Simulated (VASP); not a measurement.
# TiSi (Cmmm) in VASP: further runs

The runs below take TiSi through single point, with LDA, PBEsol+D3(BJ).

Program: VASP 6.6.1. These are calculated values, not measurements. Logs are shortened: lines on timing, memory, paths and dates and some standing lists are left out, and cuts for length are marked.

## Step 1: The cell of the first run

The structure is orthorhombic, space group Cmmm (No. 65). Conventional cell: a = 3.572 Å, b = 4.088 Å, c = 3.770 Å, α = 90.00°, β = 90.00°, γ = 90.00°. Within 3.4 Å of Ti (site symmetry mmm) lie 8 Si at 2.60 to 2.78 Å and 4 Ti at 2.71 Å. Within 3.4 Å of Si (site symmetry mmm) lie 8 Ti at 2.60 to 2.78 Å and 4 Si at 2.71 Å.

## Step 2: Single point, LDA

File INCAR:

```
SYSTEM = TiSi
PREC = Accurate ; ENCUT = 520
EDIFF = 1E-6 ; ISMEAR = 0
SIGMA = 0.15 ; LREAL = .False.
LASPH = .True. ; NELM = 80
ALGO = Normal ; ISIF = 2
LWAVE = .False. ; LCHARG = .False.
GGA = CA ; NBANDS = 24
```

File KPOINTS:

```
Automatic mesh
0
Gamma
  10 10 8
  0 0 0
```

File POSCAR:

```
TiSi
1.0
    0.0000000000      3.5724520426      0.0000000000
   -3.7695186786      0.0000000000      0.0000000000
    0.0000000000      0.0000000000      4.0875910432
Ti Si
2 2
Direct
    0.0000000000      0.0000000000      0.0507559076
    0.5000000000      0.0000000000      0.5507559076
    0.0000000000      0.5000000000      0.5507440924
    0.5000000000      0.5000000000      0.0507440924
```

Potentials or basis: VASP PAW LDA potentials, release 64 (Ti_sv, Si).

The run is started by

```console
$ cat potpaw_LDA.64/Ti_sv/POTCAR potpaw_LDA.64/Si/POTCAR > POTCAR
$ mpirun -np 1 vasp_std > vasp.out
```

OUTCAR:

```text
SYSTEM = TiSi
   PREC = Accurate
   ENCUT = 520
   EDIFF = 1E-6
   ISMEAR = 0
   LREAL = .False.
   LASPH = .True.
   NELM = 80
   ISIF = 2
   GGA = CA

 ion  position               nearest neighbor table
   1  0.000  0.000  0.051-   4 2.60   4 2.60   4 2.60   4 2.60   2 2.71   2 2.71   2 2.71   2 2.71
                             3 2.78   3 2.78   3 2.78   3 2.78
   2  0.500  0.000  0.551-   3 2.60   3 2.60   3 2.60   3 2.60   1 2.71   1 2.71   1 2.71   1 2.71
                             4 2.78   4 2.78   4 2.78   4 2.78
   3  0.000  0.500  0.551-   2 2.60   2 2.60   2 2.60   2 2.60   4 2.71   4 2.71   4 2.71   4 2.71
                             1 2.78   1 2.78   1 2.78   1 2.78
   4  0.500  0.500  0.051-   1 2.60   1 2.60   1 2.60   1 2.60   3 2.71   3 2.71   3 2.71   3 2.71
                             2 2.78   2 2.78   2 2.78   2 2.78

  LATTYP: Found a simple orthorhombic cell.
 ALAT       =     3.5724520426
 B/A-ratio  =     1.0551628500
 C/A-ratio  =     1.1441975972

  Lattice vectors:

 A1 = (   0.0000000000,   3.5724520426,   0.0000000000)
 A2 = (  -3.7695186786,   0.0000000000,   0.0000000000)
 A3 = (   0.0000000000,   0.0000000000,   4.0875910432)

Analysis of symmetry for initial positions (statically):
=====================================================================
 Subroutine PRICEL returns following result:

  LATTYP: Found a base centered orthorhombic cell.
 ALAT       =     3.5724520426
 B/A-ratio  =     1.1441975972
 C/A-ratio  =     1.0551628500

  Lattice vectors:

 A1 = (   0.0000000000,   1.7862260213,   2.0437955216)
 A2 = (   0.0000000000,   1.7862260213,  -2.0437955216)
 A3 = (  -3.7695186786,   0.0000000000,   0.0000000000)

   2 primitive cells build up your supercell.

 Routine SETGRP: Setting up the symmetry group for a
 simple orthorhombic supercell.

 Subroutine GETGRP returns: Found  4 space group operations
 (whereof  4 operations were pure point group operations)
 out of a pool of  8 trial point group operations.

The static configuration has the point symmetry C_2v.

Analysis of symmetry for dynamics (positions and initial velocities):
=====================================================================
 Subroutine PRICEL returns following result:

  LATTYP: Found a base centered orthorhombic cell.
 ALAT       =     3.5724520426
 B/A-ratio  =     1.1441975972
 C/A-ratio  =     1.0551628500

  Lattice vectors:

 A1 = (   0.0000000000,   1.7862260213,   2.0437955216)
 A2 = (   0.0000000000,   1.7862260213,  -2.0437955216)
 A3 = (  -3.7695186786,   0.0000000000,   0.0000000000)

   2 primitive cells build up your supercell.

 Routine SETGRP: Setting up the symmetry group for a
 simple orthorhombic supercell.

 Subroutine GETGRP returns: Found  4 space group operations
 (whereof  4 operations were pure point group operations)
 out of a pool of  8 trial point group operations.

The dynamic configuration has the point symmetry C_2v.

 Subroutine INISYM returns: Found  4 space group operations
 (whereof  4 operations are pure point group operations),
 and found     2 'primitive' translations

----------------------------------------------------------------------------------------

                                     Primitive cell

  volume of cell :      27.5226

  direct lattice vectors                    reciprocal lattice vectors
     0.000000000  1.786226021  2.043795522     0.000000000  0.279919783  0.244642869
     0.000000000  1.786226021 -2.043795522     0.000000000  0.279919783 -0.244642869
    -3.769518679  0.000000000  0.000000000    -0.265285859  0.000000000  0.000000000

  length of vectors
     2.714351402  2.714351402  3.769518679     0.371759624  0.371759624  0.265285859

  position of ions in fractional coordinates (direct lattice)
     0.050755908  0.949244092  0.000000000
     0.550744092  0.449255908  0.500000000

  ion indices of the primitive-cell ions
   primitive index   ion index
                 1           1
                 2           3

----------------------------------------------------------------------------------------

 KPOINTS: Automatic mesh

Automatic generation of k-mesh.
 Grid dimensions read from file:
 generate k-points for:   10   10    8

 Generating k-lattice:

  Cartesian coordinates                     Fractional coordinates (reciprocal lattice)
     0.000000000  0.027991978  0.000000000     0.100000000  0.000000000  0.000000000
    -0.026528586  0.000000000  0.000000000     0.000000000  0.100000000  0.000000000
     0.000000000  0.000000000  0.030580359     0.000000000  0.000000000  0.125000000

  Length of vectors
     0.027991978  0.026528586  0.030580359

  Shift w.r.t. Gamma in fractional coordinates (k-lattice)
     0.000000000  0.000000000  0.000000000

 Subroutine IBZKPT returns following result:
 ===========================================

 Found    180 irreducible k-points:

 Following reciprocal coordinates:
            Coordinates               Weight
  0.000000  0.000000  0.000000      1.000000
  0.100000  0.000000  0.000000      2.000000
  0.200000  0.000000  0.000000      2.000000
  0.300000  0.000000  0.000000      2.000000
  0.400000  0.000000  0.000000      2.000000
  0.500000  0.000000  0.000000      1.000000
[... 16 lines left out ...]
  0.400000  0.300000  0.000000      4.000000
  0.500000  0.300000  0.000000      2.000000
 [... further k-points ...]
   k-points           NKPTS =    180   k-points in BZ     NKDIM =    180   number of bands    NBANDS=     24
   number of dos      NEDOS =    301   number of ions     NIONS =      4
   total plane-waves  NPLWV =  23520
   dimension x,y,z NGX =    28 NGY =   28 NGZ =   30
   dimension x,y,z NGXF=    56 NGYF=   56 NGZF=   60
   ions per type =               2   2
   NGX,Y,Z   is equivalent  to a cutoff of  13.03, 12.35, 12.20 a.u.
   NGXF,Y,Z  is equivalent  to a cutoff of  26.06, 24.70, 24.40 a.u.
 SYSTEM =  TiSi
   PREC   = accura    normal or accurate (medium, high low for compatibility)
   ISTART =      0    job   : 0-new  1-cont  2-samecut
   ICHARG =      2    charge: 1-file 2-atom 10-const
   ISPIN  =      1    spin polarized calculation?
   LNONCOLLINEAR =      F non collinear calculations
   LSORBIT =      F    spin-orbit coupling
   LASPH  =      T    aspherical Exc in radial PAW
   ENCUT  =  520.0 eV  38.22 Ry    6.18 a.u.   6.64  7.01  7.60*2*pi/ulx,y,z
   NELM   =     80;   NELMIN=  2; NELMDL= -5     # of ELM steps
   EDIFF  = 0.1E-05   stopping-criterion for ELM
   LREAL  =      F    real-space projection
   EDIFFG = 0.1E-04   stopping-criterion for IOM
   NSW    =      0    number of steps for IOM
   IBRION =     -1    ionic relax: 0-MD 1-quasi-New 2-CG
   NFREE  =      0    steps in history (QN), initial steepest desc. (CG)
   ISIF   =      2    stress and relaxation
   ISYM   =      2    0-nonsym 1-usesym 2-fastsym
   POTIM  = 0.5000    time-step for ionic-motion
   TEBEG  =    0.0;   TEEND  =   0.0 temperature during run
   PSTRESS=    0.0 pullay stress
   NELECT =      32.0000    total number of electrons
   NUPDOWN=      -1.0000    fix difference up-down
   EMIN   =  10.00;   EMAX   =-10.00  energy-range for DOS
   EFERMI =   0.00;   METHOD = LEGACY
   ISMEAR =     0;   SIGMA  =   0.15  broadening in eV -4-tet -1-fermi 0-gaus
   EFERMI_NEDOS =   21; number of points for ismear=-14 and -15
   IALGO  =     38    algorithm
   IMIX   =      4    mixing-type and parameters
     AMIX     =   0.40;   BMIX     =  1.00
     AMIX_MAG =   1.60;   BMIX_MAG =  1.00
  volume/ion in A,a.u.               =      13.76        92.87
  Fermi-wavevector in a.u.,A,eV,Ry     =   1.366317  2.581965 25.399669  1.866823
  Thomas-Fermi vector in A             =   2.492469
   LORBIT       =      0    0 simple, 1 ext, 2 COOP (PROOUT), +10 PAW based schemes
   GGA     = CA    functional components
   LHFCALC =     F    Hartree Fock is set to
   AEXX    =    0.0000 exact exchange contribution
   IVDW    =     0    specifies the selected vdW correction
   LEPSILON=     F    determine dielectric tensor
   LRPA    =     F    only Hartree local field effects (RPA)
 non-spin polarized calculation
 Gauss-broadening in eV      SIGMA  =   0.15
  energy-cutoff  :      520.00
  volume of cell :       55.05
 maximum number of plane-waves:      1504
 NGX is ok and might be reduce to    28
   NGX = 13   NGY = 15   NGZ = 15

 number of electron      32.0000016 magnetization

 Free energy of the ion-electron system (eV)
  ---------------------------------------------------
  ext. energy  EPLUGINS =         0.00000000
  ---------------------------------------------------
  free energy    TOTEN  =       -31.55166857 eV

  energy without entropy =      -31.52710261  energy(sigma->0) =      -31.53938559

 E-fermi :  10.7936     XC(G=0): -12.2106

 val. band max:       10.7704807647   @ k =   0.5000   0.4000   0.1250
 cond. band min:      10.7950562561   @ k =   0.4000   0.0000   0.0000
 fundamental gap:      0.0245754914
 Fermi energy:        10.7935786094

 k-point     1 :       0.0000    0.0000    0.0000
  band No.  band energies     occupation
      1     -45.1419      2.00000
      2     -44.9490      2.00000
      3     -22.0396      2.00000
      4     -21.9547      2.00000
      5     -21.9525      2.00000
      6     -21.7730      2.00000
[... 16 lines left out ...]
     23      14.0827      0.00000
     24      15.3796      0.00000

 k-point     2 :       0.1000    0.0000    0.0000
  band No.  band energies     occupation
      1     -45.1369      2.00000
      2     -44.9535      2.00000
      3     -22.0225      2.00000
      4     -21.9497      2.00000
      5     -21.9463      2.00000
      6     -21.7769      2.00000
[... 16 lines left out ...]
     23      14.4921      0.00000
     24      15.1530      0.00000

 k-point     3 :       0.2000    0.0000    0.0000
  band No.  band energies     occupation
      1     -45.1224      2.00000
      2     -44.9664      2.00000
      3     -21.9729      2.00000
      4     -21.9353      2.00000
      5     -21.9268      2.00000
      6     -21.7883      2.00000
[... 16 lines left out ...]
     23      14.6922      0.00000
     24      15.1036      0.00000
[... 514 lines left out ...]
 k-point    23 :       0.4000    0.3000    0.0000
  band No.  band energies     occupation
      1     -45.0712      2.00000
      2     -45.0117      2.00000
      3     -21.9151      2.00000
      4     -21.8543      2.00000
      5     -21.8329      2.00000
      6     -21.7940      2.00000
[... 16 lines left out ...]
     23      14.6103      0.00000
     24      14.6209      0.00000

 k-point    24 :       0.5000    0.3000    0.0000
  band No.  band energies     occupation
      1     -45.0411      2.00000
      2     -45.0411      2.00000
      3     -21.8839      2.00000
      4     -21.8839      2.00000
      5     -21.7619      2.00000
      6     -21.7619      2.00000
[... 16 lines left out ...]
     23      14.7245      0.00000
     24      14.7262      0.00000

 [... further k-points ...]
[... 5 lines left out ...]
  --------------------------------------------------------------------------------------
  -------------------------------------------------------------------------------------
  Total        0.0615157      0.1405630     -0.1154925      0.0000000      0.0000000      0.0000000
  in kB        1.7905113      4.0913062     -3.3615883      0.0000000      0.0000000      0.0000000
  external PRESSURE =       0.8400764 kB  Pullay stress =       0.0000000 kB

 VOLUME and BASIS-vectors are now :
 -----------------------------------------------------------------------------
  energy-cutoff  :      520.00
  volume of cell :       55.05
      direct lattice vectors                 reciprocal lattice vectors
     0.000000000  3.572452043  0.000000000     0.000000000  0.279919783  0.000000000
    -3.769518679  0.000000000  0.000000000    -0.265285859  0.000000000  0.000000000
     0.000000000  0.000000000  4.087591043     0.000000000  0.000000000  0.244642869

 POSITION                                       TOTAL-FORCE (eV/Angst)
 -----------------------------------------------------------------------------------
      0.00000      0.00000      0.20747        -0.000000      0.000000     -0.000104
      0.00000      1.78623      2.25126        -0.000000      0.000000     -0.000104
     -1.88476      0.00000      2.25122        -0.000000     -0.000000      0.000104
     -1.88476      1.78623      0.20742         0.000000      0.000000      0.000104
 -----------------------------------------------------------------------------------
    total drift:                                0.000000      0.000000     -0.000171

  FREE ENERGIE OF THE ION-ELECTRON SYSTEM (eV)
  ---------------------------------------------------
  free  energy   TOTEN  =       -31.5516685681 eV

  energy  without entropy=      -31.5271026110  energy(sigma->0) =      -31.53938559
```

Run time: 2.5 min. Hardware: 1 thread of Intel Xeon Platinum 8488C (Sapphire Rapids), shared host; peak memory 0.3 GiB.

Results:

```
Free energy            : -31.5517 eV
Pressure               : 0.1 GPa
Band gap on the k mesh : zero (band 16 reaches 11.60 eV, above the bottom of band 17 at 9.72 eV)
```

Stress tensor (GPa, compression positive):
```
 0.18  0.00  0.00
 0.00  0.41  0.00
 0.00  0.00 -0.34
```

Levels at points of the mesh, in eV from the Fermi level:
```tsv
k point	band 14	band 15	band 16	band 17	band 18	band 19
(0.00, 0.00, 0.00)	-1.67	-1.41	-1.32	-1.07	-0.51	1.78
(0.50, 0.00, 0.00)	-2.39	-2.20	-2.20	0.52	0.52	1.92
(0.00, 0.50, 0.00)	-2.81	-1.02	0.40	0.76	1.72	2.21
(0.50, 0.50, 0.00)	-2.64	-0.25	-0.25	0.07	0.07	1.25
(0.00, 0.00, 0.50)	-2.01	-0.84	-0.84	0.53	0.53	0.70
(0.50, 0.00, 0.50)	-3.16	-0.91	-0.91	1.66	1.66	2.49
(0.00, 0.50, 0.50)	-1.98	0.81	0.81	0.83	0.83	1.35
(0.50, 0.50, 0.50)	-2.55	-1.79	-1.79	1.33	1.33	1.81
```

[end of part 1 of 2]
